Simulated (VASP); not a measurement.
# Tb (P6_3/mmc) in VASP: further runs

Tb is run at these levels: LDA; tasks: single point.

Program: VASP 6.6.1. These are calculated values, not measurements. Logs are shortened: lines on timing, memory, paths and dates and some standing lists are left out, and cuts for length are marked.

## Step 1: The cell of the first run

It takes space group P6_3/mmc (No. 194, hexagonal). The conventional cell has a = 3.577 Å, b = 3.577 Å, c = 5.655 Å, α = 90.00°, β = 90.00°, γ = 120.00°. Within 4.6 Å of Tb (site symmetry -6m2) lie 12 Tb at 3.50 to 3.58 Å.

## Step 2: Single point, LDA, collinear spin, ferromagnetic start (volume scaled by 0.98)

INCAR reads:

```
PREC     = Accurate       # precision mode
ENCUT    = 520            # plane-wave cutoff, eV
EDIFF    = 1E-6           # SCF threshold, eV
ISMEAR   = -1             # smearing method
SIGMA    = 0.05           # smearing width, eV
LREAL    = F              # projectors in reciprocal space
LASPH    = T              # aspherical terms in the spheres
NELM     = 150            # most SCF steps
ALGO     = Normal         # electronic algorithm
ISIF     = 2              # what is computed and relaxed
LWAVE    = F              # write WAVECAR
LCHARG   = F              # write CHGCAR
ISPIN    = 2              # spin polarisation
MAGMOM   = 6 6            # initial moments
LORBIT   = 11             # projections on sites
LMAXMIX  = 6              # l up to which the mixer works
GGA      = CA             # functional
NBANDS   = 30             # bands
```

KPOINTS reads:

```
regular mesh
0
Gamma
  9 9 5
```

POSCAR reads:

```
Tb
1.0
    3.5768314866      0.0000000000      0.0000000000
   -1.7884157433      3.0976269324      0.0000000000
    0.0000000000      0.0000000000      5.6553867681
Tb
2
Direct
    0.6666666667      0.3333333333      0.7500000000
    0.3333333333      0.6666666667      0.2500000000
```

Potentials or basis: VASP PAW PBE potentials, release 64 (Tb).

On the command line:

```
$ cat potpaw_PBE.64/Tb/POTCAR > POTCAR
$ mpirun -np 1 vasp_std > vasp.out
```

OUTCAR:

```text
PREC = Accurate
   ENCUT = 520
   EDIFF = 1E-6
   ISMEAR = -1
   LREAL = F
   LASPH = T
   NELM = 150
   ISIF = 2
   ISPIN = 2
   LORBIT = 11
   GGA = CA

 ion  position               nearest neighbor table
   1  0.667  0.333  0.750-   2 3.50   2 3.50   2 3.50   2 3.50   2 3.50   2 3.50
   2  0.333  0.667  0.250-   1 3.50   1 3.50   1 3.50   1 3.50   1 3.50   1 3.50

  LATTYP: Found a hexagonal cell.
 ALAT       =     3.5768314866
 C/A-ratio  =     1.5811163566

  Lattice vectors:

 A1 = (   3.5768314866,   0.0000000000,   0.0000000000)
 A2 = (  -1.7884157433,   3.0976269324,   0.0000000000)
 A3 = (   0.0000000000,   0.0000000000,   5.6553867681)

Analysis of symmetry for initial positions (statically):
=====================================================================
 Subroutine PRICEL returns:
 Original cell was already a primitive cell.

 Routine SETGRP: Setting up the symmetry group for a
 hexagonal supercell.

 Subroutine GETGRP returns: Found 24 space group operations
 (whereof 12 operations were pure point group operations)
 out of a pool of 24 trial point group operations.

The static configuration has the point symmetry D_3d.
 The point group associated with its full space group is D_6h.

Analysis of symmetry for dynamics (positions and initial velocities):
=====================================================================
 Subroutine PRICEL returns:
 Original cell was already a primitive cell.

 Routine SETGRP: Setting up the symmetry group for a
 hexagonal supercell.

 Subroutine GETGRP returns: Found 24 space group operations
 (whereof 12 operations were pure point group operations)
 out of a pool of 24 trial point group operations.

The dynamic configuration has the point symmetry D_3d.
 The point group associated with its full space group is D_6h.

Analysis of structural, dynamic, and magnetic symmetry:
=====================================================================
 Subroutine PRICEL returns:
 Original cell was already a primitive cell.

 Routine SETGRP: Setting up the symmetry group for a
 hexagonal supercell.

 Subroutine GETGRP returns: Found 24 space group operations
 (whereof 12 operations were pure point group operations)
 out of a pool of 24 trial point group operations.

The overall configuration has the point symmetry D_3d.
 The point group associated with its full space group is D_6h.

 Subroutine INISYM returns: Found 24 space group operations
 (whereof 12 operations are pure point group operations),
 and found     1 'primitive' translations

----------------------------------------------------------------------------------------

                                     Primitive cell

  volume of cell :      62.6599

  direct lattice vectors                    reciprocal lattice vectors
     3.576831487  0.000000000  0.000000000     0.279577051  0.161413886  0.000000000
    -1.788415743  3.097626932  0.000000000     0.000000000  0.322827772  0.000000000
     0.000000000  0.000000000  5.655386768     0.000000000  0.000000000  0.176822566

  length of vectors
     3.576831487  3.576831487  5.655386768     0.322827772  0.322827772  0.176822566

  position of ions in fractional coordinates (direct lattice)
     0.666666667  0.333333333  0.750000000
     0.333333333  0.666666667  0.250000000

  ion indices of the primitive-cell ions
   primitive index   ion index
                 1           1
                 2           2

----------------------------------------------------------------------------------------

 KPOINTS: regular mesh

Automatic generation of k-mesh.
 Grid dimensions read from file:
 generate k-points for:    9    9    5

 Generating k-lattice:

  Cartesian coordinates                     Fractional coordinates (reciprocal lattice)
     0.031064117  0.017934876  0.000000000     0.111111111 -0.000000000  0.000000000
     0.000000000  0.035869752  0.000000000     0.000000000  0.111111111  0.000000000
     0.000000000  0.000000000  0.035364513     0.000000000  0.000000000  0.200000000

  Length of vectors
     0.035869752  0.035869752  0.035364513

  Shift w.r.t. Gamma in fractional coordinates (k-lattice)
     0.000000000  0.000000000  0.000000000

 Subroutine IBZKPT returns following result:
 ===========================================

 Found     36 irreducible k-points:

 Following reciprocal coordinates:
            Coordinates               Weight
  0.000000  0.000000  0.000000      1.000000
  0.111111  0.000000  0.000000      6.000000
  0.222222  0.000000  0.000000      6.000000
  0.333333  0.000000  0.000000      6.000000
  0.444444  0.000000  0.000000      6.000000
  0.111111  0.111111  0.000000      6.000000
[... 16 lines left out ...]
  0.333333  0.222222  0.200000     24.000000
  0.333333  0.333333  0.200000      4.000000
 [... further k-points ...]
   k-points           NKPTS =     36   k-points in BZ     NKDIM =     36   number of bands    NBANDS=     30
   number of dos      NEDOS =    301   number of ions     NIONS =      2
   total plane-waves  NPLWV =  32928
   dimension x,y,z NGX =    28 NGY =   28 NGZ =   42
   dimension x,y,z NGXF=    56 NGYF=   56 NGZF=   84
   ions per type =               2
   NGX,Y,Z   is equivalent  to a cutoff of  13.01, 13.01, 12.35 a.u.
   NGXF,Y,Z  is equivalent  to a cutoff of  26.03, 26.03, 24.69 a.u.
 SYSTEM =  unknown system
   PREC   = accura    normal or accurate (medium, high low for compatibility)
   ISTART =      0    job   : 0-new  1-cont  2-samecut
   ICHARG =      2    charge: 1-file 2-atom 10-const
   ISPIN  =      2    spin polarized calculation?
   LNONCOLLINEAR =      F non collinear calculations
   LSORBIT =      F    spin-orbit coupling
   LASPH  =      T    aspherical Exc in radial PAW
   ENCUT  =  520.0 eV  38.22 Ry    6.18 a.u.   6.65  6.65 10.52*2*pi/ulx,y,z
   NELM   =    150;   NELMIN=  2; NELMDL= -5     # of ELM steps
   EDIFF  = 0.1E-05   stopping-criterion for ELM
   LREAL  =      F    real-space projection
   EDIFFG = 0.1E-04   stopping-criterion for IOM
   NSW    =      0    number of steps for IOM
   IBRION =     -1    ionic relax: 0-MD 1-quasi-New 2-CG
   NFREE  =      0    steps in history (QN), initial steepest desc. (CG)
   ISIF   =      2    stress and relaxation
   ISYM   =      2    0-nonsym 1-usesym 2-fastsym
   POTIM  = 0.5000    time-step for ionic-motion
   TEBEG  =    0.0;   TEEND  =   0.0 temperature during run
   PSTRESS=    0.0 pullay stress
   NELECT =      38.0000    total number of electrons
   NUPDOWN=      -1.0000    fix difference up-down
   EMIN   =  10.00;   EMAX   =-10.00  energy-range for DOS
   EFERMI =   0.00;   METHOD = LEGACY
   ISMEAR =    -1;   SIGMA  =   0.05  broadening in eV -4-tet -1-fermi 0-gaus
   EFERMI_NEDOS =   21; number of points for ismear=-14 and -15
   IALGO  =     38    algorithm
   IMIX   =      4    mixing-type and parameters
     AMIX     =   0.40;   BMIX     =  1.00
     AMIX_MAG =   1.60;   BMIX_MAG =  1.00
  volume/ion in A,a.u.               =      31.33       211.43
  Fermi-wavevector in a.u.,A,eV,Ry     =   1.385711  2.618614 26.125846  1.920196
  Thomas-Fermi vector in A             =   2.510096
   LORBIT       =     11    0 simple, 1 ext, 2 COOP (PROOUT), +10 PAW based schemes
   GGA     = CA    functional components
   LHFCALC =     F    Hartree Fock is set to
   AEXX    =    0.0000 exact exchange contribution
   IVDW    =     0    specifies the selected vdW correction
   LEPSILON=     F    determine dielectric tensor
   LRPA    =     F    only Hartree local field effects (RPA)
 spin polarized calculation
  energy-cutoff  :      520.00
  volume of cell :       62.66
 maximum number of plane-waves:      1717
 NGX is ok and might be reduce to    28
   NGX = 13   NGY = 13   NGZ = 21

 number of electron      37.9999984 magnetization      11.8308033

 Free energy of the ion-electron system (eV)
  ---------------------------------------------------
  ext. energy  EPLUGINS =         0.00000000
  ---------------------------------------------------
  free energy    TOTEN  =       -19.30468334 eV

  energy without entropy =      -19.15180887  energy(sigma->0) =      -19.22824611

 E-fermi :   2.6600     XC(G=0): -10.4871

 val. band max:        2.6535371924   @ k =   0.3333   0.1111   0.4000
 cond. band min:       2.6623275305   @ k =   0.3333   0.2222   0.4000
 fundamental gap:      0.0087903381
 Fermi energy:         2.6599740103

 spin component 1

 k-point     1 :       0.0000    0.0000    0.0000
  band No.  band energies     occupation
      1     -43.0465      1.00000
      2     -42.9663      1.00000
      3     -20.2431      1.00000
      4     -19.5769      1.00000
      5     -19.5769      1.00000
      6     -19.4545      1.00000
[... 22 lines left out ...]
     29       5.1284      0.00000
     30       5.1284      0.00000
[... 728 lines left out ...]
  band No.  band energies     occupation
      1     -42.9607      1.00000
      2     -42.9607      1.00000
      3     -20.0016      1.00000
      4     -19.9871      1.00000
      5     -19.9871      1.00000
      6     -19.7839      1.00000
[... 22 lines left out ...]
     29       5.2221      0.00000
     30       7.3073      0.00000

 [... further k-points ...]

 spin component 2

 k-point     1 :       0.0000    0.0000    0.0000
  band No.  band energies     occupation
      1     -40.7042      1.00000
      2     -40.6076      1.00000
      3     -18.6109      1.00000
      4     -17.8219      1.00000
      5     -17.8219      1.00000
      6     -17.6805      1.00000
[... 22 lines left out ...]
     29       5.8247      0.00000
     30       5.8247      0.00000
[... 728 lines left out ...]
  band No.  band energies     occupation
      1     -40.6005      1.00000
      2     -40.6005      1.00000
      3     -18.3286      1.00000
      4     -18.3104      1.00000
      5     -18.3104      1.00000
      6     -18.0700      1.00000
[... 22 lines left out ...]
     29       5.8965      0.00000
     30       8.1281      0.00000

 [... further k-points ...]

------------------------ aborting loop because EDIFF is reached ----------------------------------------

  FORCE on cell =-STRESS in cart. coord.  units (eV):
  Direction    XX          YY          ZZ          XY          YZ          ZX
  --------------------------------------------------------------------------------------
  -------------------------------------------------------------------------------------
  Total       -1.7333837     -1.7333837     -1.5514732      0.0000000      0.0000000     -0.0000000
  in kB      -44.3215960    -44.3215960    -39.6702530      0.0000000      0.0000000     -0.0000000
  external PRESSURE =     -42.7711483 kB  Pullay stress =       0.0000000 kB

 VOLUME and BASIS-vectors are now :
 -----------------------------------------------------------------------------
  energy-cutoff  :      520.00
  volume of cell :       62.66
      direct lattice vectors                 reciprocal lattice vectors
     3.576831487  0.000000000  0.000000000     0.279577051  0.161413886  0.000000000
    -1.788415743  3.097626932  0.000000000     0.000000000  0.322827772  0.000000000
     0.000000000  0.000000000  5.655386768     0.000000000  0.000000000  0.176822566

 POSITION                                       TOTAL-FORCE (eV/Angst)
 -----------------------------------------------------------------------------------
      1.78842      1.03254      4.24154        -0.000000      0.000000      0.000000
     -0.00000      2.06508      1.41385         0.000000     -0.000000      0.000000
 -----------------------------------------------------------------------------------
    total drift:                               -0.000000      0.000000     -0.000000

  FREE ENERGIE OF THE ION-ELECTRON SYSTEM (eV)
  ---------------------------------------------------
  free  energy   TOTEN  =       -19.3046833423 eV

  energy  without entropy=      -19.1518088692  energy(sigma->0) =      -19.22824611

 total charge

# of ion       s       p       d       f       tot
--------------------------------------------------
    1        2.088   5.569   0.531   8.123  16.312
    2        2.088   5.569   0.531   8.123  16.312
--------------------------------------------------
tot          4.176  11.139   1.063  16.247  32.624

 magnetization (x)

# of ion       s       p       d       f       tot
--------------------------------------------------
    1        0.002  -0.035   0.078   5.668   5.712
    2        0.002  -0.035   0.078   5.668   5.712
--------------------------------------------------
tot          0.004  -0.070   0.155  11.335  11.425
```

It took 7.3 min on 1 thread of Oxide Virtual Turin-like, shared host; peak memory 0.22 GiB.

Results:

```yaml
Free_energy: -19.3047 eV
Pressure: -4.3 GPa
Net_moment: 11.83 μB per cell
Site_moments: Tb +5.71 μB
Valence_electrons_inside_the_program's_atomic_spheres: Tb 16.31
```

Stress tensor (GPa, compression positive):
```
-4.43  0.00  0.00
 0.00 -4.43  0.00
 0.00  0.00 -3.97
```

Caveat: the cell differs from its parent crystal (volume scaled by 0.98); the magnetic or orbital state may not be the lowest; the PAW data sets were made with another functional, which shifts forces and pressure a little; spin-orbit coupling is left out, which moves the levels of the heavy elements. The state reached can hang on the start; a lower one may exist.

## Step 3: Single point, LDA, collinear spin, ferromagnetic start

This run uses another cell than the first one, of 31.97 Å³/atom, 1.020 times its volume.

Changes to INCAR since step 2:

```diff
@@ -5,4 +5,4 @@
 SIGMA    = 0.05           # smearing width, eV
-LREAL    = F              # projectors in reciprocal space
-LASPH    = T              # aspherical terms in the spheres
+LREAL    = False          # projectors in reciprocal space
+LASPH    = True           # aspherical terms in the spheres
 NELM     = 150            # most SCF steps
@@ -10,4 +10,4 @@
 ISIF     = 2              # what is computed and relaxed
-LWAVE    = F              # write WAVECAR
-LCHARG   = F              # write CHGCAR
+LWAVE    = False          # write WAVECAR
+LCHARG   = False          # write CHGCAR
 ISPIN    = 2              # spin polarisation
```

KPOINTS reads:

```
Automatic mesh
0
Gamma
  9 9 5
```

POSCAR reads:

```
Tb
1.0
    3.6010000000      0.0000000000      0.0000000000
   -1.8005000000      3.1185574790      0.0000000000
    0.0000000000      0.0000000000      5.6936000000
Tb
2
Direct
    0.6666666667      0.3333333333      0.7500000000
    0.3333333333      0.6666666667      0.2500000000
```

Potentials or basis: VASP PAW PBE potentials, release 64 (Tb).

On the command line:

```
$ cat potpaw_PBE.64/Tb/POTCAR > POTCAR
$ mpirun -np 1 vasp_std > vasp.out
```

Run time: 6.4 min. Hardware: 1 thread of Oxide Virtual Turin-like, shared host; peak memory 0.22 GiB.

The run converged. Its results:

```
Free energy                                           : -19.2704 eV
Pressure                                              : -6.1 GPa
Net moment                                            : 11.83 μB per cell
Site moments                                          : Tb +5.71 μB
Valence electrons inside the program's atomic spheres : Tb 16.30
```

Stress tensor (GPa, compression positive):
```
-6.28  0.00  0.00
 0.00 -6.28  0.00
 0.00  0.00 -5.88
```

Levels at points of the mesh, in eV from the Fermi level:
Spin up:
| k point | band 22 | band 23 | band 24 | band 25 | band 26 | band 27 | band 28 | band 29 |
| --- | --- | --- | --- | --- | --- | --- | --- | --- |
| (0.00, 0.00, 0.00) | -3.79 | -3.68 | -2.12 | 1.49 | 1.75 | 1.75 | 2.03 | 2.43 |
Spin down:
| k point | band 11 | band 12 | band 13 | band 14 | band 15 | band 16 |
| --- | --- | --- | --- | --- | --- | --- |
| (0.00, 0.00, 0.00) | -0.11 | -0.09 | -0.03 | 0.06 | 0.07 | 0.07 |

Caveat: the magnetic or orbital state may not be the lowest; the PAW data sets were made with another functional, which shifts forces and pressure a little; spin-orbit coupling is left out, which moves the levels of the heavy elements. The state reached can hang on the start; a lower one may exist.
